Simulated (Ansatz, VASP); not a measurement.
**Two plane-wave programs on PbO2**

```
Pb O
1.0
     4.99496    0.00000    0.00000
     0.00000    4.99496    0.00000
     0.00000    0.00000    3.40900
Pb O
2 4
Direct
  0.50000 0.50000 0.50000
  0.00000 0.00000 0.00000
  0.69257 0.69257 0.00000
  0.80743 0.19257 0.50000
  0.19257 0.80743 0.50000
  0.30743 0.30743 0.00000
```

Alike in both runs: task relaxation of cell and atoms; functional LDA; k mesh 6 × 6 × 8; occupations fermi-dirac, width 0.05 eV; no spin polarisation.

|  | VASP | Ansatz |
| --- | --- | --- |
| version | VASP 6.6.1 | Ansatz 0.2.0 |
| potentials or method | VASP PAW LDA potentials, release 64 (Pb_d, O) | Ansatz PAW |
| plane-wave cutoff (eV) | 600 | 420 |
| valence electrons in the cell | 52 | 52 |

Ansatz gave:

* gap on the k mesh at the Fermi level, each at its own relaxed structure (eV): 0.11
* relaxed volume (Å³/atom): 13.77
* relaxed length of the cell vector where the two differ most in proportion (Å): 3.389

Problem. Which values does VASP return?

Solution. gap on the k mesh at the Fermi level, each at its own relaxed structure (eV): 0.11; relaxed volume (Å³/atom): 13.79; relaxed length of the cell vector where the two differ most in proportion (Å): 3.393.

LDA's correlation is that of Perdew and Zunger in VASP and of Perdew and Wang (1992) in Ansatz.

Spin-orbit coupling is off throughout. Noted on Ansatz's run: the plane-wave basis is chosen anew once the cell has moved, so the energies of steps on either side of that aren't comparable.
